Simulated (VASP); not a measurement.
# I (Im-3m) in VASP: notebook

I is run at these levels: LDA; tasks: relaxation of cell and atoms, single point.

All numbers are computed with VASP 6.6.1; they aren't measurements. Logs are shortened: lines on timing, memory, paths and dates and some standing lists are left out, and cuts for length are marked.

**1. The cell of the first run**

The structure is cubic, space group Im-3m (No. 229). The conventional cell has a = 4.082 Å, b = 4.082 Å, c = 4.082 Å, α = 90.00°, β = 90.00°, γ = 90.00°. I (site symmetry m-3m) has 14 I at 3.53 to 4.08 Å within 4.6 Å.

**2. Relaxation of cell and atoms, LDA**

INCAR

```
PREC = Accurate ; ENCUT = 600
EDIFF = 1E-7 ; ISMEAR = -1
SIGMA = 0.08 ; LREAL = F
LASPH = T ; NELM = 80
ALGO = Normal ; ISIF = 3
LWAVE = F ; LCHARG = F
GGA = CA ; IBRION = 2
NSW = 60 ; EDIFFG = -0.005
```

KPOINTS

```
regular mesh
0
Gamma
  13 13 13
```

POSCAR

```
I
1.0
   -2.0408275510      2.0408275510      2.0408275510
    2.0408275510     -2.0408275510      2.0408275510
    2.0408275510      2.0408275510     -2.0408275510
I
1
Direct
    0.0000000000      0.0000000000      0.0000000000
```

Potentials or basis: VASP PAW LDA potentials, release 64 (I).

The run is started by

```console
cat potpaw_LDA.64/I/POTCAR > POTCAR
mpirun -np 1 vasp_std > vasp.out
```

OUTCAR:

```text
PREC = Accurate
   ENCUT = 600
   EDIFF = 1E-7
   ISMEAR = -1
   LREAL = F
   LASPH = T
   NELM = 80
   ISIF = 3
   GGA = CA
   IBRION = 2
   NSW = 60
   EDIFFG = -0.005

 ion  position               nearest neighbor table
   1  0.000  0.000  0.000-

  LATTYP: Found a body centered cubic cell.
 ALAT       =     4.0816551020

  Lattice vectors:

 A1 = (  -2.0408275510,   2.0408275510,   2.0408275510)
 A2 = (   2.0408275510,  -2.0408275510,   2.0408275510)
 A3 = (   2.0408275510,   2.0408275510,  -2.0408275510)

Analysis of symmetry for initial positions (statically):
=====================================================================
 Subroutine PRICEL returns:
 Original cell was already a primitive cell.

 Routine SETGRP: Setting up the symmetry group for a
 body centered cubic supercell.

 Subroutine GETGRP returns: Found 48 space group operations
 (whereof 48 operations were pure point group operations)
 out of a pool of 48 trial point group operations.

The static configuration has the point symmetry O_h .

Analysis of symmetry for dynamics (positions and initial velocities):
=====================================================================
 Subroutine PRICEL returns:
 Original cell was already a primitive cell.

 Routine SETGRP: Setting up the symmetry group for a
 body centered cubic supercell.

 Subroutine GETGRP returns: Found 48 space group operations
 (whereof 48 operations were pure point group operations)
 out of a pool of 48 trial point group operations.

The dynamic configuration has the point symmetry O_h .

 Subroutine INISYM returns: Found 48 space group operations
 (whereof 48 operations are pure point group operations),
 and found     1 'primitive' translations

----------------------------------------------------------------------------------------

                                     Primitive cell

  volume of cell :      34.0000

  direct lattice vectors                    reciprocal lattice vectors
    -2.040827551  2.040827551  2.040827551     0.000000000  0.244998653  0.244998653
     2.040827551 -2.040827551  2.040827551     0.244998653  0.000000000  0.244998653
     2.040827551  2.040827551 -2.040827551     0.244998653  0.244998653  0.000000000

  length of vectors
     3.534817008  3.534817008  3.534817008     0.346480417  0.346480417  0.346480417

  position of ions in fractional coordinates (direct lattice)
     0.000000000  0.000000000  0.000000000

  ion indices of the primitive-cell ions
   primitive index   ion index
                 1           1

----------------------------------------------------------------------------------------

 KPOINTS: regular mesh

Automatic generation of k-mesh.
 Grid dimensions read from file:
 generate k-points for:   13   13   13

 Generating k-lattice:

  Cartesian coordinates                     Fractional coordinates (reciprocal lattice)
     0.000000000  0.018846050  0.018846050     0.076923077  0.000000000  0.000000000
     0.018846050  0.000000000  0.018846050     0.000000000  0.076923077  0.000000000
     0.018846050  0.018846050  0.000000000     0.000000000  0.000000000  0.076923077

  Length of vectors
     0.026652340  0.026652340  0.026652340

  Shift w.r.t. Gamma in fractional coordinates (k-lattice)
     0.000000000  0.000000000  0.000000000

 Subroutine IBZKPT returns following result:
 ===========================================

 Found     84 irreducible k-points:

 Following reciprocal coordinates:
            Coordinates               Weight
  0.000000  0.000000  0.000000      1.000000
  0.076923  0.000000  0.000000     12.000000
  0.153846  0.000000  0.000000     12.000000
  0.230769  0.000000  0.000000     12.000000
  0.307692  0.000000  0.000000     12.000000
  0.384615  0.000000  0.000000     12.000000
[... 16 lines left out ...]
  0.153846  0.076923  0.076923     24.000000
  0.230769  0.076923  0.076923     24.000000
 [... further k-points ...]
   k-points           NKPTS =     84   k-points in BZ     NKDIM =     84   number of bands    NBANDS=      7
   number of dos      NEDOS =    301   number of ions     NIONS =      1
   total plane-waves  NPLWV =  21952
   dimension x,y,z NGX =    28 NGY =   28 NGZ =   28
   dimension x,y,z NGXF=    56 NGYF=   56 NGZF=   56
   ions per type =               1
   NGX,Y,Z   is equivalent  to a cutoff of  13.17, 13.17, 13.17 a.u.
   NGXF,Y,Z  is equivalent  to a cutoff of  26.34, 26.34, 26.34 a.u.
 SYSTEM =  unknown system
   PREC   = accura    normal or accurate (medium, high low for compatibility)
   ISTART =      0    job   : 0-new  1-cont  2-samecut
   ICHARG =      2    charge: 1-file 2-atom 10-const
   ISPIN  =      1    spin polarized calculation?
   LNONCOLLINEAR =      F non collinear calculations
   LSORBIT =      F    spin-orbit coupling
   LASPH  =      T    aspherical Exc in radial PAW
   ENCUT  =  600.0 eV  44.10 Ry    6.64 a.u.   7.06  7.06  7.06*2*pi/ulx,y,z
   NELM   =     80;   NELMIN=  2; NELMDL= -5     # of ELM steps
   EDIFF  = 0.1E-06   stopping-criterion for ELM
   LREAL  =      F    real-space projection
   EDIFFG = -.5E-02   stopping-criterion for IOM
   NSW    =     60    number of steps for IOM
   IBRION =      2    ionic relax: 0-MD 1-quasi-New 2-CG
   NFREE  =      1    steps in history (QN), initial steepest desc. (CG)
   ISIF   =      3    stress and relaxation
   ISYM   =      2    0-nonsym 1-usesym 2-fastsym
   POTIM  = 0.5000    time-step for ionic-motion
   TEBEG  =    0.0;   TEEND  =   0.0 temperature during run
   PSTRESS=    0.0 pullay stress
   NELECT =       7.0000    total number of electrons
   NUPDOWN=      -1.0000    fix difference up-down
   EMIN   =  10.00;   EMAX   =-10.00  energy-range for DOS
   EFERMI =   0.00;   METHOD = LEGACY
   ISMEAR =    -1;   SIGMA  =   0.08  broadening in eV -4-tet -1-fermi 0-gaus
   EFERMI_NEDOS =   21; number of points for ismear=-14 and -15
   IALGO  =     38    algorithm
   IMIX   =      4    mixing-type and parameters
     AMIX     =   0.40;   BMIX     =  1.00
     AMIX_MAG =   1.60;   BMIX_MAG =  1.00
  volume/ion in A,a.u.               =      34.00       229.44
  Fermi-wavevector in a.u.,A,eV,Ry     =   0.966677  1.826754 12.714150  0.934464
  Thomas-Fermi vector in A             =   2.096498
   LORBIT       =      0    0 simple, 1 ext, 2 COOP (PROOUT), +10 PAW based schemes
   GGA     = CA    functional components
   LHFCALC =     F    Hartree Fock is set to
   AEXX    =    0.0000 exact exchange contribution
   IVDW    =     0    specifies the selected vdW correction
   LEPSILON=     F    determine dielectric tensor
   LRPA    =     F    only Hartree local field effects (RPA)
 conjugate gradient relaxation of ions
 non-spin polarized calculation
  energy-cutoff  :      600.00
  volume of cell :       34.00
 maximum number of plane-waves:      1157
   NGX = 15   NGY = 15   NGZ = 15

--------------------------------------- Ionic step        1  -------------------------------------------

 number of electron       7.0000000 magnetization

 Free energy of the ion-electron system (eV)
  ---------------------------------------------------
  ext. energy  EPLUGINS =         0.00000000
  ---------------------------------------------------
  free energy    TOTEN  =        -1.68964777 eV

  energy without entropy =       -1.65269764  energy(sigma->0) =       -1.67117271

------------------------ aborting loop because EDIFF is reached ----------------------------------------

  FORCE on cell =-STRESS in cart. coord.  units (eV):
  Direction    XX          YY          ZZ          XY          YZ          ZX
  --------------------------------------------------------------------------------------
  -------------------------------------------------------------------------------------
  Total       -0.4444869     -0.4444869     -0.4444869      0.0000000     -0.0000000      0.0000000
  in kB      -20.9454945    -20.9454945    -20.9454945      0.0000000     -0.0000000      0.0000000
  external PRESSURE =     -20.9454945 kB  Pullay stress =       0.0000000 kB
[... 55 lines left out ...]
  energy  without entropy=       -1.6714852863  energy(sigma->0) =       -1.68835531

--------------------------------------- Ionic step        3  -------------------------------------------

 number of electron       7.0000000 magnetization

 Free energy of the ion-electron system (eV)
  ---------------------------------------------------
  ext. energy  EPLUGINS =         0.00000000
  ---------------------------------------------------
  free energy    TOTEN  =        -1.70524788 eV

  energy without entropy =       -1.67161278  energy(sigma->0) =       -1.68843033

 E-fermi :   5.7812     XC(G=0):  -9.7921

 val. band max:        5.7807142186   @ k =   0.2308   0.0000   0.0000
 cond. band min:       5.7972328713   @ k =  -0.4615  -0.4615   0.0769
 fundamental gap:      0.0165186527
 Fermi energy:         5.7811823579

 k-point     1 :       0.0000    0.0000    0.0000
  band No.  band energies     occupation
      1      -8.4821      2.00000
      2       6.8175      0.00000
      3       6.8175      0.00000
      4       6.8175      0.00000
      5      13.2192      0.00000
      6      15.5508      0.00000
      7      15.5508      0.00000
[... 221 lines left out ...]
 k-point    24 :       0.2308    0.0769    0.0769
  band No.  band energies     occupation
      1      -7.2510      2.00000
      2       2.1626      2.00000
      3       4.9398      1.99995
      4       5.9103      0.33215
      5      13.0011      0.00000
      6      13.6140      0.00000
      7      16.9740      0.00000

 [... further k-points ...]

------------------------ aborting loop because EDIFF is reached ----------------------------------------

  FORCE on cell =-STRESS in cart. coord.  units (eV):
  Direction    XX          YY          ZZ          XY          YZ          ZX
  --------------------------------------------------------------------------------------
  -------------------------------------------------------------------------------------
  Total       -0.0035022     -0.0035022     -0.0035022      0.0000000     -0.0000000      0.0000000
  in kB       -0.1764910     -0.1764910     -0.1764910      0.0000000     -0.0000000      0.0000000
  external PRESSURE =      -0.1764910 kB  Pullay stress =       0.0000000 kB
[... 16 lines left out ...]
  FREE ENERGIE OF THE ION-ELECTRON SYSTEM (eV)
  ---------------------------------------------------
  free  energy   TOTEN  =        -1.7052478804 eV

  energy  without entropy=       -1.6716127783  energy(sigma->0) =       -1.68843033

 reached required accuracy - stopping structural energy minimisation
```

Run time: 50 s. Hardware: 1 thread of Intel Xeon 8259CL, shared host; peak memory 0.16 GiB.

Results:

| Property | Result |
| --- | --- |
| Free energy | -1.7052 eV |
| Relaxed volume | 31.79 Å³/atom |
| Relaxed cell | a = 3.457 Å, b = 3.457 Å, c = 3.457 Å, α = 109.47°, β = 109.47°, γ = 109.47° |
| Space group after relaxing (to 0.1 Å) | Im-3m (No. 229) |
| Energy gained by relaxing | 15.6 meV/atom |
| Ionic steps | 3 |
| Pressure after relaxing | 0.0 GPa |
| Band gap on the k mesh | zero (an odd number of electrons rules out a gap without spin polarisation) |

The path:
```
step  energy change (eV)  largest force (eV/Å)  pressure (GPa)  volume (Å³)
   1              0.0000                0.0000           -2.09        34.00
   2             -0.0156                0.0000           -0.08        31.86
   3             -0.0156                0.0000           -0.02        31.79
```

Final structure:
```
CELL_PARAMETERS angstrom
-1.99568 1.99568 1.99568
1.99568 -1.99568 1.99568
1.99568 1.99568 -1.99568
ATOMIC_POSITIONS crystal
I 0.00000 0.00000 0.00000
```

Caveat: spin-orbit coupling is left out, which moves the levels of the heavy elements; an odd number of electrons without spin polarisation forces a metal; a magnetic or distorted state may lie lower.

**3. Single point, LDA (15.89 Å³/atom)**

This run uses another cell than the first one, of 15.89 Å³/atom.

INCAR

```
SYSTEM = I
PREC = Accurate
ENCUT = 520
EDIFF = 1E-6
ISMEAR = -1
SIGMA = 0.08
LREAL = .False.
LASPH = .True.
NELM = 80
ALGO = Normal
ISIF = 2
LWAVE = .False.
LCHARG = .False.
NBANDS = 10
```

KPOINTS

```
regular mesh
0
Gamma
  13 13 13
  0 0 0
```

POSCAR

```
I
1.0
   -1.5838901111      1.5838901111      1.5838901111
    1.5838901111     -1.5838901111      1.5838901111
    1.5838901111      1.5838901111     -1.5838901111
I
1
Direct
    0.0000000000      0.0000000000      0.0000000000
```

Potentials or basis: VASP PAW LDA potentials, release 64 (I).

The run is started by

```console
cat potpaw_LDA.64/I/POTCAR > POTCAR
mpirun -np 1 vasp_std > vasp.out
```

OUTCAR:

```text
SYSTEM = I
   PREC = Accurate
   ENCUT = 520
   EDIFF = 1E-6
   ISMEAR = -1
   LREAL = .False.
   LASPH = .True.
   NELM = 80
   ISIF = 2

 ion  position               nearest neighbor table
   1  0.000  0.000  0.000-

  LATTYP: Found a body centered cubic cell.
 ALAT       =     3.1677802222

  Lattice vectors:

 A1 = (  -1.5838901111,   1.5838901111,   1.5838901111)
 A2 = (   1.5838901111,  -1.5838901111,   1.5838901111)
 A3 = (   1.5838901111,   1.5838901111,  -1.5838901111)

Analysis of symmetry for initial positions (statically):
=====================================================================
 Subroutine PRICEL returns:
 Original cell was already a primitive cell.

 Routine SETGRP: Setting up the symmetry group for a
 body centered cubic supercell.

 Subroutine GETGRP returns: Found 48 space group operations
 (whereof 48 operations were pure point group operations)
 out of a pool of 48 trial point group operations.

The static configuration has the point symmetry O_h .

Analysis of symmetry for dynamics (positions and initial velocities):
[... 162 lines left out ...]

 k-point     1 :       0.0000    0.0000    0.0000
  band No.  band energies     occupation
      1      -3.2295      2.00000
      2      23.4142      0.00000
      3      23.4142      0.00000
      4      23.4142      0.00000
      5      29.3325      0.00000
      6      29.3325      0.00000
      7      29.3325      0.00000
      8      29.3939      0.00000
      9      29.3939      0.00000
     10      29.3939      0.00000
[... 287 lines left out ...]
 k-point    24 :       0.2308    0.0769    0.0769
  band No.  band energies     occupation
      1       0.0545      2.00000
      2      12.2959      2.00000
      3      16.6831      2.00000
      4      18.4454      1.99976
      5      27.4265      0.00000
      6      27.6058      0.00000
      7      31.0128      0.00000
      8      32.7673      0.00000
      9      35.4205      0.00000
     10      36.0273      0.00000

 [... further k-points ...]

------------------------ aborting loop because EDIFF is reached ----------------------------------------

  FORCE on cell =-STRESS in cart. coord.  units (eV):
  Direction    XX          YY          ZZ          XY          YZ          ZX
  --------------------------------------------------------------------------------------
  -------------------------------------------------------------------------------------
  Total       13.5004733     13.5004733     13.5004733      0.0000000      0.0000000     -0.0000000
  in kB     1360.8944548   1360.8944548   1360.8944548      0.0000000      0.0000000     -0.0000000
  external PRESSURE =    1360.8944548 kB  Pullay stress =       0.0000000 kB

 VOLUME and BASIS-vectors are now :
 -----------------------------------------------------------------------------
  energy-cutoff  :      520.00
  volume of cell :       15.89
      direct lattice vectors                 reciprocal lattice vectors
    -1.583890111  1.583890111  1.583890111     0.000000000  0.315678466  0.315678466
     1.583890111 -1.583890111  1.583890111     0.315678466  0.000000000  0.315678466
     1.583890111  1.583890111 -1.583890111     0.315678466  0.315678466  0.000000000

 POSITION                                       TOTAL-FORCE (eV/Angst)
 -----------------------------------------------------------------------------------
      0.00000      0.00000      0.00000        -0.000000      0.000000     -0.000000
 -----------------------------------------------------------------------------------
    total drift:                                0.000000      0.000000     -0.000000

  FREE ENERGIE OF THE ION-ELECTRON SYSTEM (eV)
  ---------------------------------------------------
  free  energy   TOTEN  =         1.8549799195 eV

  energy  without entropy=        1.8669968834  energy(sigma->0) =        1.86098840
```

OSZICAR:

```text
N       E                     dE             d eps       ncg     rms          rms(c)
DAV:   1     0.225242563999E+02    0.22524E+02   -0.30276E+03  1680   0.550E+02
DAV:   2     0.235991288125E+01   -0.20164E+02   -0.19620E+02  2312   0.101E+02
DAV:   3     0.182075068071E+01   -0.53916E+00   -0.51453E+00  2210   0.142E+01
DAV:   4     0.181843954943E+01   -0.23111E-02   -0.23109E-02  2138   0.101E+00
DAV:   5     0.181842813457E+01   -0.11415E-04   -0.11414E-04  2068   0.633E-02    0.231E+01
DAV:   6     0.184349766403E+01    0.25070E-01   -0.68267E-03  2000   0.428E-01    0.139E+01
DAV:   7     0.185475558688E+01    0.11258E-01   -0.10868E-02  2102   0.549E-01    0.247E-01
DAV:   8     0.185497797976E+01    0.22239E-03   -0.54149E-04  1904   0.137E-01    0.351E-02
DAV:   9     0.185497993851E+01    0.19588E-05   -0.24827E-05  2246   0.267E-02    0.454E-02
DAV:  10     0.185497991949E+01   -0.19018E-07   -0.20947E-07  1252   0.377E-03
   1 F= 0.18549799E+01 E0= 0.18609884E+01  d E =-.120170E-01
```

stdout:

```text
POSCAR found type information on POSCAR I
 POSCAR found :  1 types and       1 ions
 scaLAPACK will be used
 LDA part: xc-table for (Slater(with rela. corr.)+CA(PZ))
 , standard interpolation
 POSCAR, INCAR and KPOINTS ok, starting setup
 FFT: planning ... GRIDC
 FFT: planning ... GRID_SOFT
 FFT: planning ... GRID
 WAVECAR not read
 entering main loop
```

Wall time 5.4 s (1 thread of Intel Xeon Platinum 8375C at 2.90GHz (Ice Lake), shared host); peak memory 0.13 GiB.

What came out:

```
Free energy            : 1.8550 eV
Pressure               : 136.1 GPa
Band gap on the k mesh : zero (an odd number of electrons rules out a gap without spin polarisation)
```

Caveat: the cell stands under pressure; spin-orbit coupling is left out, which moves the levels of the heavy elements; an odd number of electrons without spin polarisation forces a metal; a magnetic or distorted state may lie lower.

[end of part 1 of 2]
